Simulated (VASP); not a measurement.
# Al (P6_3/mmc) in VASP: further runs, part 2 of 2

VASP 6.6.1. Earlier steps stand in the parts before.

**3. Single point, PBEsol**

Contents of INCAR:

```
PREC = Accurate ; ENCUT = 520
EDIFF = 1E-7 ; ISMEAR = 1
SIGMA = 0.1 ; LREAL = False
LASPH = True ; NELM = 60
ALGO = Normal ; ISIF = 2
LWAVE = False ; LCHARG = False
GGA = PS ; NBANDS = 14
```

Contents of KPOINTS:

```
Automatic mesh
0
Gamma
  4 4 1
```

Contents of POSCAR:

```
Al
1.0
    2.8270770000      0.0000000000      0.0000000000
   -1.4135390000      2.4483210000      0.0000000000
    0.0000000000      0.0000000000      9.1859930000
Al
4
Direct
    0.0000000000      0.0000000000      0.0000000000
    0.3333333333      0.6666666667      0.2500000000
    0.0000000000      0.0000000000      0.5000000000
    0.6666666667      0.3333333333      0.7500000000
```

Potentials or basis: VASP PAW PBE potentials, release 64 (Al).

Started as:

```sh
> cat potpaw_PBE.64/Al/POTCAR > POTCAR
> mpirun -np 1 vasp_std > vasp.out
```

OUTCAR:

```text
PREC = Accurate
   ENCUT = 520
   EDIFF = 1E-7
   ISMEAR = 1
   LREAL = False
   LASPH = True
   NELM = 60
   ISIF = 2
   GGA = PS

 ion  position               nearest neighbor table
   1  0.000  0.000  0.000-   4 2.82   2 2.82   4 2.82   2 2.82   4 2.82   2 2.82
   2  0.333  0.667  0.250-   1 2.82   3 2.82   1 2.82   3 2.82   1 2.82   3 2.82
   3  0.000  0.000  0.500-   4 2.82   2 2.82   4 2.82   2 2.82   4 2.82   2 2.82
   4  0.667  0.333  0.750-   1 2.82   3 2.82   1 2.82   3 2.82   1 2.82   3 2.82

  LATTYP: Found a hexagonal cell.
 ALAT       =     2.8270770000
 C/A-ratio  =     3.2492899910

  Lattice vectors:

 A1 = (   2.8270770000,   0.0000000000,   0.0000000000)
 A2 = (  -1.4135390000,   2.4483210000,   0.0000000000)
 A3 = (   0.0000000000,   0.0000000000,   9.1859930000)

Analysis of symmetry for initial positions (statically):
=====================================================================
 Subroutine PRICEL returns:
 Original cell was already a primitive cell.

 Routine SETGRP: Setting up the symmetry group for a
 hexagonal supercell.

 Subroutine GETGRP returns: Found 24 space group operations
 (whereof 12 operations were pure point group operations)
 out of a pool of 24 trial point group operations.

The static configuration has the point symmetry D_3d.
 The point group associated with its full space group is D_6h.

Analysis of symmetry for dynamics (positions and initial velocities):
=====================================================================
 Subroutine PRICEL returns:
 Original cell was already a primitive cell.

 Routine SETGRP: Setting up the symmetry group for a
 hexagonal supercell.

 Subroutine GETGRP returns: Found 24 space group operations
 (whereof 12 operations were pure point group operations)
 out of a pool of 24 trial point group operations.

The dynamic configuration has the point symmetry D_3d.
 The point group associated with its full space group is D_6h.

 Subroutine INISYM returns: Found 24 space group operations
[... 112 lines left out ...]
 Methfessel and Paxton  Order N= 1 SIGMA  =   0.10
  energy-cutoff  :      520.00
  volume of cell :       63.58
 maximum number of plane-waves:      1721
 NGX is ok and might be reduce to    24
   NGX = 11   NGY = 11   NGZ = 35

 number of electron      12.0000000 magnetization

 Free energy of the ion-electron system (eV)
  ---------------------------------------------------
  ext. energy  EPLUGINS =         0.00000000
  ---------------------------------------------------
  free energy    TOTEN  =       -15.62475618 eV

  energy without entropy =      -15.62673337  energy(sigma->0) =      -15.62541524

 E-fermi :   8.7095     XC(G=0): -10.3931

 val. band max:        8.6030856866   @ k =   0.2500   0.2500   0.0000
 cond. band min:       8.7595816316   @ k =   0.2500   0.2500   0.0000
 fundamental gap:      0.1564959450
 Fermi energy:         8.7095271070

 k-point     1 :       0.0000    0.0000    0.0000
  band No.  band energies     occupation
      1      -3.0479      2.00000
      2      -1.3720      2.00000
      3      -1.2365      2.00000
      4       3.6150      2.00000
      5       3.9980      2.00000
      6      11.9547      0.00000
      7      11.9559      0.00000
      8      19.2016      0.00000
      9      19.2016      0.00000
     10      19.3580      0.00000
     11      19.3580      0.00000
     12      20.3879      0.00000
     13      20.3889      0.00000
     14      20.4257      0.00000
[... 37 lines left out ...]
      1       1.5009      2.00000
      2       3.1136      2.00000
      3       3.2388      2.00000
      4       6.9912      2.00000
      5       7.3638      2.00000
      6       7.7315      2.00000
      7       8.6031      2.06117
      8       8.7596      0.25921
      9       8.7909      0.01296
     10       9.3690     -0.00000
     11      10.0355     -0.00000
     12      13.4443      0.00000
     13      13.9417      0.00000
     14      14.0421      0.00000

------------------------ aborting loop because EDIFF is reached ----------------------------------------

  FORCE on cell =-STRESS in cart. coord.  units (eV):
  Direction    XX          YY          ZZ          XY          YZ          ZX
  --------------------------------------------------------------------------------------
  -------------------------------------------------------------------------------------
  Total       -0.5691231     -0.5691233      3.9099364      0.0000001      0.0000000      0.0000000
  in kB      -14.3411739    -14.3411797     98.5253921      0.0000029      0.0000000      0.0000000
  external PRESSURE =      23.2810128 kB  Pullay stress =       0.0000000 kB

 VOLUME and BASIS-vectors are now :
 -----------------------------------------------------------------------------
  energy-cutoff  :      520.00
  volume of cell :       63.58
      direct lattice vectors                 reciprocal lattice vectors
     2.827077000  0.000000000  0.000000000     0.353722237  0.204221659  0.000000000
    -1.413539000  2.448321000  0.000000000     0.000000000  0.408443174  0.000000000
     0.000000000  0.000000000  9.185993000     0.000000000  0.000000000  0.108861394

 POSITION                                       TOTAL-FORCE (eV/Angst)
 -----------------------------------------------------------------------------------
      0.00000      0.00000      0.00000         0.000000      0.000000      0.000000
     -0.00000      1.63221      2.29650         0.000000     -0.000000      0.000000
      0.00000      0.00000      4.59300         0.000000      0.000000      0.000000
      1.41354      0.81611      6.88949        -0.000000      0.000000     -0.000000
 -----------------------------------------------------------------------------------
    total drift:                               -0.000000      0.000000      0.000000

  FREE ENERGIE OF THE ION-ELECTRON SYSTEM (eV)
  ---------------------------------------------------
  free  energy   TOTEN  =       -15.6247561802 eV

  energy  without entropy=      -15.6267333682  energy(sigma->0) =      -15.62541524
```

stdout:

```text
POSCAR found type information on POSCAR Al
 POSCAR found :  1 types and       4 ions
 scaLAPACK will be used
 -----------------------------------------------------------------------------
|                                                                             |
|                                                                             |
|     You enforced a specific xc type in the INCAR file but a different       |
|     I HOPE YOU KNOW WHAT YOU ARE DOING!                                     |
|                                                                             |
 -----------------------------------------------------------------------------

 LDA part: xc-table for (Slater+PW92), standard interpolation
 POSCAR, INCAR and KPOINTS ok, starting setup
 FFT: planning ... GRIDC
 FFT: planning ... GRID_SOFT
 FFT: planning ... GRID
 WAVECAR not read
 entering main loop
```

Run time: 8.7 s. Hardware: 1 thread of Intel Xeon 6975P-C, shared host; peak memory 0.17 GiB.

Results:

* Free energy: -15.6248 eV
* Pressure: 2.3 GPa
* Band gap on the k mesh: zero (band 6 reaches 11.95 eV, above the bottom of band 7 at 8.60 eV)

Caveat: the k points lie up to 0.68 Å⁻¹ apart; the PAW data sets were made with another functional, which shifts forces and pressure a little.

**4. Single point, PBEsol**

Contents of INCAR:

```
PREC = Accurate
ENCUT = 520
EDIFF = 1E-7
ISMEAR = 1
SIGMA = 0.1
LREAL = False
LASPH = True
NELM = 100
ALGO = Normal
ISIF = 2
LWAVE = False
LCHARG = True
GGA = PS
LELF = True
LVHAR = True
NBANDS = 14
```

Contents of KPOINTS:

```
regular mesh
0
Gamma
  6 6 2
```

POSCAR is that of step 3.

Started as:

```sh
> cat potpaw_PBE.64/Al/POTCAR > POTCAR
> mpirun -np 1 vasp_std > vasp.out
```

It took 13 s on 1 thread of Intel Xeon 6975P-C, shared host; peak memory 0.18 GiB.

The run converged. Its results:

```
Free energy            : -16.3560 eV
Pressure               : 2.0 GPa
Band gap on the k mesh : zero (band 6 reaches 12.31 eV, above the bottom of band 7 at 6.98 eV)
```

Stress tensor (GPa, compression positive):
```
0.80 0.00 0.00
0.00 0.80 0.00
0.00 0.00 4.49
```

Levels at points of the mesh, in eV from the Fermi level:
```csv
k point,band 4,band 5,band 6,band 7,band 8,band 9
"(0.00, 0.00, 0.00)",-4.58,-4.25,3.73,3.74,10.98,10.98
"(0.50, 0.00, 0.00)",-3.84,-3.26,-3.18,0.95,1.39,1.54
"(0.00, 0.00, 0.50)",-7.38,-0.69,-0.69,8.71,8.71,11.31
"(0.50, 0.00, 0.50)",-4.79,-1.76,-1.76,-1.09,-1.09,4.86
```

Caveat: the k points lie up to 0.43 Å⁻¹ apart; the PAW data sets were made with another functional, which shifts forces and pressure a little.

**5. Overview**

```csv
k mesh,gap on the mesh (eV),pressure (GPa)
3 × 3 × 1,none,2.1
4 × 4 × 1,none,2.3
6 × 6 × 2,none,2.0
```

Alike in all rows: task single point; level PBEsol; potentials or basis VASP PAW PBE potentials, release 64 (Al); no spin polarisation; cell as given; cutoff (eV) 520; smearing methfessel-paxton 0.1 eV.

Caveats: all runs use coarse meshes; the PAW data sets were made with another functional, which shifts forces and pressure a little.

Absolute energies hang on the potentials; compare differences alone.
